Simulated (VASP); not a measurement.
# Ir3O in VASP: notebook

Runs on Ir3O. Level: PBE. Tasks: single point.

Program: VASP 6.6.1. These are calculated values, not measurements. Logs are shortened: lines on timing, memory, paths and dates and some standing lists are left out, and cuts for length are marked.

**1. The cell of the first run**

The cell holds a slab with vacuum, 4 atoms: a = 2.737 Å, b = 2.737 Å, c = 19.843 Å, α = 90.00°, β = 90.00°, γ = 120.00°.

**2. Single point, PBE**

Input file INCAR:

```
SYSTEM = Ir3O
ALGO = Normal ; DIPOL = 0.5 0.5 0.354
EDIFF = 1E-6 ; ENCUT = 520
GGA = PE ; IDIPOL = 3
ISIF = 2 ; ISMEAR = 0
LASPH = .True. ; LCHARG = .False.
LDIPOL = .True. ; LREAL = .False.
LWAVE = .False. ; NBANDS = 24
NELM = 60 ; PREC = Accurate
SIGMA = 0.1
```

Input file KPOINTS:

```
k-points
0
Gamma
  12 12 1
  0 0 0
```

Input file POSCAR:

```
Ir3O
1.0
    2.7367600872      0.0000000000      0.0000000000
   -1.3683800436      2.3701037596      0.0000000000
    0.0000000000      0.0000000000     19.8425800730
Ir O
3 1
Direct
    0.6666666667      0.3333333333      0.2015866881
    0.3333333333      0.6666666667      0.3110139949
    0.0000000000      0.0000000000      0.4204382718
    0.3333333333      0.6666666667      0.4845307692
```

Potentials or basis: VASP PAW PBE potentials, release 64 (Ir, O).

The run is started by

```sh
> cat potpaw_PBE.64/Ir/POTCAR potpaw_PBE.64/O/POTCAR > POTCAR
> mpirun -np 1 vasp_std > vasp.out
```

OUTCAR:

```text
SYSTEM = Ir3O
   EDIFF = 1E-6
   ENCUT = 520
   GGA = PE
   ISIF = 2
   ISMEAR = 0
   LASPH = .True.
   LREAL = .False.
   NELM = 60
   PREC = Accurate

 ion  position               nearest neighbor table
   1  0.667  0.333  0.202-   2 2.69   2 2.69   2 2.69
   2  0.333  0.667  0.311-   3 2.69   3 2.69   3 2.69   1 2.69   1 2.69   1 2.69
   3  0.000  0.000  0.420-   4 2.03   4 2.03   4 2.03   2 2.69   2 2.69   2 2.69
   4  0.333  0.667  0.485-   3 2.03   3 2.03   3 2.03

  LATTYP: Found a hexagonal cell.
 ALAT       =     2.7367600872
 C/A-ratio  =     7.2503907689

  Lattice vectors:

 A1 = (   2.7367600872,   0.0000000000,   0.0000000000)
 A2 = (  -1.3683800436,   2.3701037596,   0.0000000000)
 A3 = (   0.0000000000,   0.0000000000,  19.8425800730)

Analysis of symmetry for initial positions (statically):
=====================================================================
 Subroutine PRICEL returns:
 Original cell was already a primitive cell.

 Routine SETGRP: Setting up the symmetry group for a
 hexagonal supercell.

 Subroutine GETGRP returns: Found  6 space group operations
 (whereof  6 operations were pure point group operations)
 out of a pool of 24 trial point group operations.

The static configuration has the point symmetry C_3v.

Analysis of symmetry for dynamics (positions and initial velocities):
=====================================================================
 Subroutine PRICEL returns:
 Original cell was already a primitive cell.

 Routine SETGRP: Setting up the symmetry group for a
 hexagonal supercell.

 Subroutine GETGRP returns: Found  6 space group operations
 (whereof  6 operations were pure point group operations)
 out of a pool of 24 trial point group operations.

The dynamic configuration has the point symmetry C_3v.

 Subroutine INISYM returns: Found  6 space group operations
 (whereof  6 operations are pure point group operations),
 and found     1 'primitive' translations

----------------------------------------------------------------------------------------

                                     Primitive cell

  volume of cell :     128.7070

  direct lattice vectors                    reciprocal lattice vectors
     2.736760087  0.000000000  0.000000000     0.365395566  0.210961228  0.000000000
    -1.368380044  2.370103760  0.000000000     0.000000000  0.421922456  0.000000000
     0.000000000  0.000000000 19.842580073     0.000000000  0.000000000  0.050396672

  length of vectors
     2.736760087  2.736760087 19.842580073     0.421922456  0.421922456  0.050396672

  position of ions in fractional coordinates (direct lattice)
     0.666666667  0.333333333  0.201586688
     0.333333333  0.666666667  0.311013995
     0.000000000  0.000000000  0.420438272
     0.333333333  0.666666667  0.484530769

  ion indices of the primitive-cell ions
   primitive index   ion index
                 1           1
                 2           2
                 3           3
                 4           4

----------------------------------------------------------------------------------------

 KPOINTS: k-points

Automatic generation of k-mesh.
 Grid dimensions read from file:
 generate k-points for:   12   12    1

 Generating k-lattice:

  Cartesian coordinates                     Fractional coordinates (reciprocal lattice)
     0.030449630  0.017580102  0.000000000     0.083333333  0.000000000  0.000000000
     0.000000000  0.035160205  0.000000000     0.000000000  0.083333333  0.000000000
     0.000000000  0.000000000  0.050396672     0.000000000  0.000000000  1.000000000

  Length of vectors
     0.035160205  0.035160205  0.050396672

  Shift w.r.t. Gamma in fractional coordinates (k-lattice)
     0.000000000  0.000000000  0.000000000

 Subroutine IBZKPT returns following result:
 ===========================================

 Found     19 irreducible k-points:

 Following reciprocal coordinates:
            Coordinates               Weight
  0.000000  0.000000  0.000000      1.000000
  0.083333 -0.000000  0.000000      6.000000
  0.166667 -0.000000  0.000000      6.000000
  0.250000 -0.000000  0.000000      6.000000
  0.333333 -0.000000  0.000000      6.000000
  0.416667 -0.000000  0.000000      6.000000
[... 11 lines left out ...]
  0.333333  0.250000  0.000000     12.000000
  0.333333  0.333333  0.000000      2.000000
   k-points           NKPTS =     19   k-points in BZ     NKDIM =     19   number of bands    NBANDS=     24
   number of dos      NEDOS =    301   number of ions     NIONS =      4
   total plane-waves  NPLWV =  60000
   dimension x,y,z NGX =    20 NGY =   20 NGZ =  150
   dimension x,y,z NGXF=    40 NGYF=   40 NGZF=  300
   ions per type =               3   1
   NGX,Y,Z   is equivalent  to a cutoff of  12.15, 12.15, 12.57 a.u.
   NGXF,Y,Z  is equivalent  to a cutoff of  24.30, 24.30, 25.13 a.u.
 SYSTEM =  Ir3O
   PREC   = accura    normal or accurate (medium, high low for compatibility)
   ISTART =      0    job   : 0-new  1-cont  2-samecut
   ICHARG =      2    charge: 1-file 2-atom 10-const
   ISPIN  =      1    spin polarized calculation?
   LNONCOLLINEAR =      F non collinear calculations
   LSORBIT =      F    spin-orbit coupling
   LASPH  =      T    aspherical Exc in radial PAW
   ENCUT  =  520.0 eV  38.22 Ry    6.18 a.u.   5.09  5.09 36.89*2*pi/ulx,y,z
   NELM   =     60;   NELMIN=  2; NELMDL= -5     # of ELM steps
   EDIFF  = 0.1E-05   stopping-criterion for ELM
   LREAL  =      F    real-space projection
   EDIFFG = 0.1E-04   stopping-criterion for IOM
   NSW    =      0    number of steps for IOM
   IBRION =     -1    ionic relax: 0-MD 1-quasi-New 2-CG
   NFREE  =      0    steps in history (QN), initial steepest desc. (CG)
   ISIF   =      2    stress and relaxation
   ISYM   =      2    0-nonsym 1-usesym 2-fastsym
   POTIM  = 0.5000    time-step for ionic-motion
   TEBEG  =    0.0;   TEEND  =   0.0 temperature during run
   PSTRESS=    0.0 pullay stress
   NELECT =      33.0000    total number of electrons
   NUPDOWN=      -1.0000    fix difference up-down
   EMIN   =  10.00;   EMAX   =-10.00  energy-range for DOS
   EFERMI =   0.00;   METHOD = LEGACY
   ISMEAR =     0;   SIGMA  =   0.10  broadening in eV -4-tet -1-fermi 0-gaus
   EFERMI_NEDOS =   21; number of points for ismear=-14 and -15
   IALGO  =     38    algorithm
   IMIX   =      4    mixing-type and parameters
     AMIX     =   0.40;   BMIX     =  1.00
     AMIX_MAG =   1.60;   BMIX_MAG =  1.00
  volume/ion in A,a.u.               =      32.18       217.14
  Fermi-wavevector in a.u.,A,eV,Ry     =   1.040029  1.965370 14.716879  1.081660
  Thomas-Fermi vector in A             =   2.174586
   LORBIT       =      0    0 simple, 1 ext, 2 COOP (PROOUT), +10 PAW based schemes
   GGA     = PE    functional components
   LHFCALC =     F    Hartree Fock is set to
   AEXX    =    0.0000 exact exchange contribution
   IVDW    =     0    specifies the selected vdW correction
   LEPSILON=     F    determine dielectric tensor
   LRPA    =     F    only Hartree local field effects (RPA)
 non-spin polarized calculation
 Gauss-broadening in eV      SIGMA  =   0.10
  energy-cutoff  :      520.00
  volume of cell :      128.71
 maximum number of plane-waves:      3499
   NGX = 11   NGY = 11   NGZ = 73

 dipolmoment           0.000000      0.000000     -0.227843 electrons x Angstroem

 number of electron      33.0000000 magnetization

 dipolmoment           0.000000      0.000000      0.016187 electrons x Angstroem

 Free energy of the ion-electron system (eV)
  ---------------------------------------------------
  ext. energy  EPLUGINS =         0.00000000
  ---------------------------------------------------
  free energy    TOTEN  =       -30.13043168 eV

  energy without entropy =      -30.10108860  energy(sigma->0) =      -30.11576014

 E-fermi :   0.2850     XC(G=0):  -6.0137

 val. band max:        0.2836322478   @ k =   0.3333  -0.0000   0.0000
 cond. band min:       0.2872505518   @ k =   0.0000   0.0000   0.0000
 fundamental gap:      0.0036183039
 Fermi energy:         0.2849857975

 k-point     1 :       0.0000    0.0000    0.0000
  band No.  band energies     occupation
      1     -20.8105      2.00000
      2     -10.0496      2.00000
      3      -8.8720      2.00000
      4      -7.5629      2.00000
      5      -6.1816      2.00000
      6      -6.1816      2.00000
[... 16 lines left out ...]
     23       5.0864      0.00000
     24       5.6722      0.00000

 k-point     2 :       0.0833   -0.0000    0.0000
  band No.  band energies     occupation
      1     -20.7502      2.00000
      2      -9.8245      2.00000
      3      -8.6473      2.00000
      4      -7.3301      2.00000
      5      -6.4371      2.00000
      6      -6.0899      2.00000
[... 16 lines left out ...]
     23       5.4284      0.00000
     24       5.8902      0.00000

 k-point     3 :       0.1667   -0.0000    0.0000
  band No.  band energies     occupation
      1     -20.5887      2.00000
      2      -9.2371      2.00000
      3      -8.0834      2.00000
      4      -7.0914      2.00000
      5      -6.4866      2.00000
      6      -5.9072      2.00000
[... 16 lines left out ...]
     23       6.1057      0.00000
     24       6.5309      0.00000

 k-point     4 :       0.2500   -0.0000    0.0000
  band No.  band energies     occupation
      1     -20.3754      2.00000
      2      -8.7180      2.00000
      3      -7.6597      2.00000
      4      -6.9405      2.00000
      5      -6.0265      2.00000
      6      -5.8383      2.00000
[... 16 lines left out ...]
     23       6.9198      0.00000
     24       7.4830      0.00000

 k-point     5 :       0.3333   -0.0000    0.0000
  band No.  band energies     occupation
      1     -20.1705      2.00000
      2      -8.7759      2.00000
      3      -7.3526      2.00000
      4      -6.6965      2.00000
      5      -6.2260      2.00000
      6      -5.9316      2.00000
[... 16 lines left out ...]
     23       7.9057      0.00000
     24       8.6881      0.00000

 k-point     6 :       0.4167   -0.0000    0.0000
  band No.  band energies     occupation
      1     -20.0257      2.00000
      2      -8.9252      2.00000
      3      -7.4401      2.00000
      4      -6.7208      2.00000
      5      -6.5335      2.00000
      6      -6.1505      2.00000
[... 16 lines left out ...]
     23       7.6257      0.00000
     24       8.6884      0.00000
[... 244 lines left out ...]
 k-point    16 :       0.4167    0.1667    0.0000
  band No.  band energies     occupation
      1     -19.9163      2.00000
      2      -8.4613      2.00000
      3      -7.2172      2.00000
      4      -6.8369      2.00000
      5      -6.3472      2.00000
      6      -5.8291      2.00000
[... 16 lines left out ...]
     23       7.0580      0.00000
     24       8.8352      0.00000

 k-point    17 :       0.2500    0.2500    0.0000
  band No.  band energies     occupation
      1     -19.9589      2.00000
      2      -8.0339      2.00000
      3      -7.4440      2.00000
      4      -6.6722      2.00000
      5      -5.9356      2.00000
      6      -5.5867      2.00000
[... 16 lines left out ...]
     23       8.3160      0.00000
     24       9.1112      0.00000

 k-point    18 :       0.3333    0.2500    0.0000
  band No.  band energies     occupation
      1     -19.8829      2.00000
      2      -8.2005      2.00000
      3      -7.1386      2.00000
      4      -6.6070      2.00000
      5      -5.9975      2.00000
      6      -5.4403      2.00000
[... 16 lines left out ...]
     23       7.7818      0.00000
     24       8.6672      0.00000

 k-point    19 :       0.3333    0.3333    0.0000
  band No.  band energies     occupation
      1     -19.8532      2.00000
      2      -8.2217      2.00000
      3      -6.9012      2.00000
      4      -6.4629      2.00000
      5      -5.7448      2.00000
      6      -5.6359      2.00000
[... 16 lines left out ...]
     23       8.5274      0.00000
     24       8.7630      0.00000

------------------------ aborting loop because EDIFF is reached ----------------------------------------

 vacuum level on the upper side and lower side of the slab       (xc-potential included)         0.211        -0.229

  FORCE on cell =-STRESS in cart. coord.  units (eV):
  Direction    XX          YY          ZZ          XY          YZ          ZX
  --------------------------------------------------------------------------------------
  -------------------------------------------------------------------------------------
  Total        4.1286488      4.1286488      2.8726613      0.0000000      0.0000000      0.0000000
  in kB       51.3944586     51.3944586     35.7596101      0.0000000      0.0000000      0.0000000
  external PRESSURE =      46.1828424 kB  Pullay stress =       0.0000000 kB

 VOLUME and BASIS-vectors are now :
 -----------------------------------------------------------------------------
  energy-cutoff  :      520.00
  volume of cell :      128.71
      direct lattice vectors                 reciprocal lattice vectors
     2.736760087  0.000000000  0.000000000     0.365395566  0.210961228  0.000000000
    -1.368380044  2.370103760  0.000000000     0.000000000  0.421922456  0.000000000
     0.000000000  0.000000000 19.842580073     0.000000000  0.000000000  0.050396672

 POSITION                                       TOTAL-FORCE (eV/Angst)
 -----------------------------------------------------------------------------------
      1.36838      0.79003      4.00000        -0.000000      0.000000     -0.146641
     -0.00000      1.58007      6.17132        -0.000000      0.000000     -0.934519
      0.00000      0.00000      8.34258        -0.000000      0.000000      0.885076
     -0.00000      1.58007      9.61434         0.000000     -0.000000      0.196084
 -----------------------------------------------------------------------------------
    total drift:                                0.000001     -0.000001      0.000880

  FREE ENERGIE OF THE ION-ELECTRON SYSTEM (eV)
  ---------------------------------------------------
  free  energy   TOTEN  =       -30.1304316834 eV

  energy  without entropy=      -30.1010886013  energy(sigma->0) =      -30.11576014

 vacuum level on the upper side and lower side of the slab         6.205         5.756
```

Run time: 74 s. Hardware: 1 thread of Intel Xeon Platinum 8488C (Sapphire Rapids), shared host; peak memory 0.25 GiB.

Results:

| Property | Result |
| --- | --- |
| Free energy | -30.1304 eV |
| Largest force | 0.935 eV/Å |
| Band gap on the k mesh | zero (an odd number of electrons rules out a gap without spin polarisation) |

Forces on the atoms (eV/Å):
```
Ir   0.000  0.000 -0.147
Ir   0.000  0.000 -0.935
Ir   0.000  0.000  0.885
O    0.000  0.000  0.196
```

Caveat: spin-orbit coupling is left out, which moves the levels of the heavy elements.

**3. Single point, PBE**

Input file INCAR:

```
SYSTEM = Ir3O
PREC     = Accurate       ! precision mode
ENCUT    = 520            ! plane-wave cutoff, eV
EDIFF    = 1E-6           ! SCF threshold, eV
ISMEAR   = 0              ! smearing method
SIGMA    = 0.1            ! smearing width, eV
LREAL    = .False.        ! projectors in reciprocal space
LASPH    = .True.         ! aspherical terms in the spheres
NELM     = 60             ! most SCF steps
ALGO     = Normal         ! electronic algorithm
ISIF     = 2              ! what is computed and relaxed
LWAVE    = .False.        ! write WAVECAR
LCHARG   = .True.         ! write CHGCAR
LDIPOL   = .True.       
IDIPOL   = 3            
DIPOL    = 0.5 0.5 0.355
GGA      = PE             ! functional
LELF     = .True.         ! ELF
LVHAR    = .True.       
LVACPOTAV= .True.       
NBANDS   = 24             ! bands
```

Input file KPOINTS:

```
regular mesh
0
Gamma
  12 12 1
  0 0 0
```

POSCAR, as its differences from that of step 2:

```diff
@@ -11,2 +11,2 @@
     0.0000000000      0.0000000000      0.4204382718
-    0.3333333333      0.6666666667      0.4845307692
+    0.6666666667      0.3333333333      0.4860645936
```

Potentials or basis: VASP PAW PBE potentials, release 64 (Ir, O).

The run is started by

```sh
> cat potpaw_PBE.64/Ir/POTCAR potpaw_PBE.64/O/POTCAR > POTCAR
> mpirun -np 1 vasp_std > vasp.out
```

Wall time 74 s (1 thread of Intel Xeon Platinum 8488C (Sapphire Rapids), shared host); peak memory 0.25 GiB.

The run converged. Its results:

| Item | Value |
| --- | --- |
| Free energy | -30.5031 eV |
| Largest force | 0.698 eV/Å |
| Band gap on the k mesh | zero (an odd number of electrons rules out a gap without spin polarisation) |

Forces on the atoms (eV/Å):
```
Ir   0.000  0.000 -0.450
Ir   0.000  0.000 -0.402
Ir   0.000  0.000  0.698
O    0.000  0.000  0.154
```

Levels at points of the mesh, in eV from the Fermi level:
```csv
k point,band 13,band 14,band 15,band 16,band 17,band 18,band 19,band 20
"(0.00, 0.00, 0.00)",-2.55,-2.41,-2.41,-1.24,-1.24,-0.26,-0.04,-0.04
"(0.50, 0.00, 0.00)",-0.63,-0.24,0.09,0.61,0.87,1.35,1.60,2.33
```

Caveat: spin-orbit coupling is left out, which moves the levels of the heavy elements.

The gap in the log of VASP goes by the Fermi energy; the results here count the filled bands.